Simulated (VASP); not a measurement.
# Pb in VASP: further runs

Runs on Pb. Level: PBE. Tasks: single point.

Program: VASP 6.6.1. These are calculated values, not measurements. Logs are shortened: lines on timing, memory, paths and dates and some standing lists are left out, and cuts for length are marked.

### 1 The cell of the first run

The cell holds a slab with vacuum, 4 atoms: a = 3.565 Å, b = 3.565 Å, c = 23.733 Å, α = 90.00°, β = 90.00°, γ = 120.00°.

### 2 Single point, PBE

Input file INCAR:

```
  ALGO = Fast
  DIPOL = 0.5 0.5 0.500
  EDIFF = 1E-7
  ENCUT = 520
  GGA = PE
  IDIPOL = 3
  ISIF = 2
  ISMEAR = 0
  LASPH = T
  LCHARG = F
  LDIPOL = T
  LREAL = F
  LWAVE = F
  NBANDS = 36
  NELM = 80
  PREC = Accurate
  SIGMA = 0.1
```

Input file KPOINTS:

```
k-points
0
Gamma
  12 12 1
```

Input file POSCAR:

```
Pb
1.0
    3.5652333027      0.0000000000      0.0000000000
   -1.7826166514      3.0875826106      0.0000000000
    0.0000000000      0.0000000000     23.7330024056
Pb
4
Direct
    0.6666666667      0.3333333333      0.3160156423
    0.3333333333      0.6666666667      0.4386718808
    0.0000000000      0.0000000000      0.5613281192
    0.6666666667      0.3333333333      0.6839843577
```

Potentials or basis: VASP PAW PBE potentials, release 64 (Pb_d).

Run with:

```console
> cat potpaw_PBE.64/Pb_d/POTCAR > POTCAR
> mpirun -np 1 vasp_std > vasp.out
```

OUTCAR:

```text
EDIFF = 1E-7
   ENCUT = 520
   GGA = PE
   ISIF = 2
   ISMEAR = 0
   LASPH = T
   LREAL = F
   NELM = 80
   PREC = Accurate

 ion  position               nearest neighbor table
   1  0.667  0.333  0.316-   2 3.57   2 3.57   2 3.57
   2  0.333  0.667  0.439-   3 3.57   3 3.57   3 3.57   1 3.57   1 3.57   1 3.57
   3  0.000  0.000  0.561-   2 3.57   2 3.57   2 3.57   4 3.57   4 3.57   4 3.57
   4  0.667  0.333  0.684-   3 3.57   3 3.57   3 3.57

  LATTYP: Found a hexagonal cell.
 ALAT       =     3.5652333027
 C/A-ratio  =     6.6567880390

  Lattice vectors:

 A1 = (   3.5652333027,   0.0000000000,   0.0000000000)
 A2 = (  -1.7826166514,   3.0875826106,   0.0000000000)
 A3 = (   0.0000000000,   0.0000000000,  23.7330024056)

Analysis of symmetry for initial positions (statically):
=====================================================================
 Subroutine PRICEL returns:
 Original cell was already a primitive cell.

 Routine SETGRP: Setting up the symmetry group for a
 hexagonal supercell.

 Subroutine GETGRP returns: Found 12 space group operations
 (whereof  6 operations were pure point group operations)
 out of a pool of 24 trial point group operations.

The static configuration has the point symmetry C_3v.
 The point group associated with its full space group is D_3d.

Analysis of symmetry for dynamics (positions and initial velocities):
=====================================================================
 Subroutine PRICEL returns:
 Original cell was already a primitive cell.

 Routine SETGRP: Setting up the symmetry group for a
 hexagonal supercell.

 Subroutine GETGRP returns: Found 12 space group operations
 (whereof  6 operations were pure point group operations)
 out of a pool of 24 trial point group operations.

The dynamic configuration has the point symmetry C_3v.
 The point group associated with its full space group is D_3d.

 Subroutine INISYM returns: Found 12 space group operations
 (whereof  6 operations are pure point group operations),
 and found     1 'primitive' translations

----------------------------------------------------------------------------------------

                                     Primitive cell

  volume of cell :     261.2518

  direct lattice vectors                    reciprocal lattice vectors
     3.565233303  0.000000000  0.000000000     0.280486553  0.161938987  0.000000000
    -1.782616651  3.087582611  0.000000000     0.000000000  0.323877974  0.000000000
[... 91 lines left out ...]
   POTIM  = 0.5000    time-step for ionic-motion
   TEBEG  =    0.0;   TEEND  =   0.0 temperature during run
   PSTRESS=    0.0 pullay stress
   NELECT =      56.0000    total number of electrons
   NUPDOWN=      -1.0000    fix difference up-down
   EMIN   =  10.00;   EMAX   =-10.00  energy-range for DOS
   EFERMI =   0.00;   METHOD = LEGACY
   ISMEAR =     0;   SIGMA  =   0.10  broadening in eV -4-tet -1-fermi 0-gaus
   EFERMI_NEDOS =   21; number of points for ismear=-14 and -15
   IALGO  =     68    algorithm
   IMIX   =      4    mixing-type and parameters
     AMIX     =   0.40;   BMIX     =  1.00
     AMIX_MAG =   1.60;   BMIX_MAG =  1.00
  volume/ion in A,a.u.               =      65.31       440.75
  Fermi-wavevector in a.u.,A,eV,Ry     =   0.979756  1.851470 13.060519  0.959921
  Thomas-Fermi vector in A             =   2.110633
   LORBIT       =      0    0 simple, 1 ext, 2 COOP (PROOUT), +10 PAW based schemes
   GGA     = PE    functional components
   LHFCALC =     F    Hartree Fock is set to
   AEXX    =    0.0000 exact exchange contribution
   IVDW    =     0    specifies the selected vdW correction
   LEPSILON=     F    determine dielectric tensor
   LRPA    =     F    only Hartree local field effects (RPA)
 non-spin polarized calculation
 RMM-DIIS sequential band-by-band and
 Gauss-broadening in eV      SIGMA  =   0.10
  energy-cutoff  :      520.00
  volume of cell :      261.25
 maximum number of plane-waves:      7121
 NGX is ok and might be reduce to    28
   NGX = 13   NGY = 13   NGZ = 89

 dipolmoment           0.000000      0.000000      0.000000 electrons x Angstroem

 number of electron      56.0000003 magnetization

 dipolmoment           0.000000      0.000000     -0.000000 electrons x Angstroem

 Free energy of the ion-electron system (eV)
  ---------------------------------------------------
  ext. energy  EPLUGINS =         0.00000000
  ---------------------------------------------------
  free energy    TOTEN  =       -13.89118706 eV

  energy without entropy =      -13.87490468  energy(sigma->0) =      -13.88304587

 E-fermi :   1.3261     XC(G=0):  -5.4908

 val. band max:        1.2983981991   @ k =   0.4167  -0.0000   0.0000
 cond. band min:       1.3648887875   @ k =   0.3333   0.2500   0.0000
 fundamental gap:      0.0664905884
 Fermi energy:         1.3260888245

 k-point     1 :       0.0000    0.0000    0.0000
  band No.  band energies     occupation
      1     -15.6783      2.00000
      2     -15.6768      2.00000
      3     -15.6604      2.00000
      4     -15.6526      2.00000
      5     -15.6468      2.00000
      6     -15.6468      2.00000
[... 730 lines left out ...]
     35       4.0511      0.00000
     36       4.2216      0.00000

------------------------ aborting loop because EDIFF is reached ----------------------------------------

 vacuum level on the upper side and lower side of the slab       (xc-potential included)        -0.093        -0.093

  FORCE on cell =-STRESS in cart. coord.  units (eV):
  Direction    XX          YY          ZZ          XY          YZ          ZX
  --------------------------------------------------------------------------------------
  -------------------------------------------------------------------------------------
  Total       -1.2766641     -1.2766641     -1.0357959      0.0000000      0.0000000      0.0000000
  in kB       -7.8293915     -7.8293915     -6.3522203      0.0000000      0.0000000      0.0000000
  external PRESSURE =      -7.3370011 kB  Pullay stress =       0.0000000 kB

 VOLUME and BASIS-vectors are now :
 -----------------------------------------------------------------------------
  energy-cutoff  :      520.00
  volume of cell :      261.25
      direct lattice vectors                 reciprocal lattice vectors
     3.565233303  0.000000000  0.000000000     0.280486553  0.161938987  0.000000000
    -1.782616651  3.087582611  0.000000000     0.000000000  0.323877974  0.000000000
     0.000000000  0.000000000 23.733002406     0.000000000  0.000000000  0.042135419

 POSITION                                       TOTAL-FORCE (eV/Angst)
 -----------------------------------------------------------------------------------
      1.78262      1.02919      7.50000        -0.000000      0.000000      0.198335
     -0.00000      2.05839     10.41100         0.000000     -0.000000     -0.259374
      0.00000      0.00000     13.32200        -0.000000     -0.000000      0.259374
      1.78262      1.02919     16.23300         0.000000     -0.000000     -0.198335
 -----------------------------------------------------------------------------------
    total drift:                                0.000000     -0.000000     -0.000003

  FREE ENERGIE OF THE ION-ELECTRON SYSTEM (eV)
  ---------------------------------------------------
  free  energy   TOTEN  =       -13.8911870647 eV

  energy  without entropy=      -13.8749046770  energy(sigma->0) =      -13.88304587

 vacuum level on the upper side and lower side of the slab         5.059         5.059
```

OSZICAR:

```text
N       E                     dE             d eps       ncg     rms          rms(c)
DAV:   1     0.637374325320E+03    0.63737E+03   -0.26345E+04  1424   0.150E+03
DAV:   2     0.487164901740E+02   -0.58866E+03   -0.58015E+03  1400   0.426E+02
DAV:   3    -0.110300549607E+02   -0.59747E+02   -0.59205E+02  1652   0.182E+02
[... 14 lines left out ...]
RMM:  18    -0.138911768077E+02   -0.31916E-04   -0.18610E-06  1549   0.787E-03    0.525E-04
RMM:  19    -0.138911850197E+02   -0.82120E-05   -0.74145E-07  1235   0.463E-03    0.420E-04
RMM:  20    -0.138911868780E+02   -0.18583E-05   -0.22669E-07  1144   0.397E-03    0.241E-04
RMM:  21    -0.138911869856E+02   -0.10764E-06   -0.59090E-08   976   0.226E-03    0.148E-04
RMM:  22    -0.138911870647E+02   -0.79026E-07   -0.34119E-08   952   0.201E-03
   1 F= -.13891187E+02 E0= -.13883046E+02  d E =-.162824E-01
```

stdout:

```text
POSCAR found type information on POSCAR Pb
 POSCAR found :  1 types and       4 ions
 scaLAPACK will be used
 LDA part: xc-table for (Slater+PW92), standard interpolation
 POSCAR, INCAR and KPOINTS ok, starting setup
 FFT: planning ... GRIDC
 FFT: planning ... GRID_SOFT
 FFT: planning ... GRID
 WAVECAR not read
 entering main loop
```

Wall time 8.5 min (1 thread of AMD EPYC 7R13 (Zen 3), shared host); peak memory 0.4 GiB.

What came out:

```yaml
Free_energy: -13.8912 eV
Largest_force: 0.259 eV/Å
Band_gap_on_the_k_mesh: zero (band 28 reaches 4.38 eV, above the bottom of band 29 at 0.08 eV)
```

Forces on the atoms (eV/Å):
```
Pb   0.000  0.000  0.198
Pb   0.000  0.000 -0.259
Pb   0.000  0.000  0.259
Pb   0.000  0.000 -0.198
```

Caveat: spin-orbit coupling is left out, which moves the levels of the heavy elements.

### 3 Single point, PBE

Input file INCAR:

```
SYSTEM = Pb
ALGO = Fast
DIPOL = 0.5 0.5 0.500
EDIFF = 1E-7
ENCUT = 520
GGA = PE
IDIPOL = 3
ISIF = 2
ISMEAR = 0
LASPH = .TRUE.
LCHARG = .TRUE.
LDIPOL = .TRUE.
LELF = .TRUE.
LREAL = .FALSE.
LVACPOTAV = .TRUE.
LVHAR = .TRUE.
LWAVE = .FALSE.
NBANDS = 36
NELM = 100
PREC = Accurate
SIGMA = 0.1
```

Input file KPOINTS:

```
k-points
0
G
  12 12 1
  0 0 0
```

Input file POSCAR:

```
Pb
1.0
    3.5652333027      0.0000000000      0.0000000000
   -1.7826166514      3.0875826106      0.0000000000
    0.0000000000      0.0000000000     23.7330024056
Pb
4
Direct
    0.6666666667      0.3333333333      0.3197370943
    0.3333333333      0.6666666667      0.4362393625
    0.0000000000      0.0000000000      0.5637606470
    0.6666666667      0.3333333333      0.6802628961
```

Potentials or basis: VASP PAW PBE potentials, release 64 (Pb_d).

Run with:

```console
> cat potpaw_PBE.64/Pb_d/POTCAR > POTCAR
> mpirun -np 1 vasp_std > vasp.out
```

Wall time 4.1 min (1 thread of AMD EPYC 7R13 (Zen 3), shared host); peak memory 0.4 GiB.

Results (log left out):

```yaml
Free_energy: -13.9244 eV
Largest_force: 0.014 eV/Å
Band_gap_on_the_k_mesh: zero (band 28 reaches 4.44 eV, above the bottom of band 29 at -0.04 eV)
```

Forces in eV/Å, atoms in the order of the input:
```
Pb   0.000  0.000 -0.014
Pb   0.000  0.000  0.007
Pb   0.000  0.000 -0.007
Pb   0.000  0.000  0.014
```

Levels at points of the mesh, in eV from the Fermi level:
```csv
k point,band 25,band 26,band 27,band 28,band 29,band 30,band 31,band 32
"(0.00, 0.00, 0.00)",-3.16,-1.35,1.23,3.08,3.62,4.86,5.00,5.44
"(0.50, 0.00, 0.00)",-3.59,-2.85,-2.57,-2.04,0.82,1.35,2.13,2.22
```

Caveat: spin-orbit coupling is left out, which moves the levels of the heavy elements.
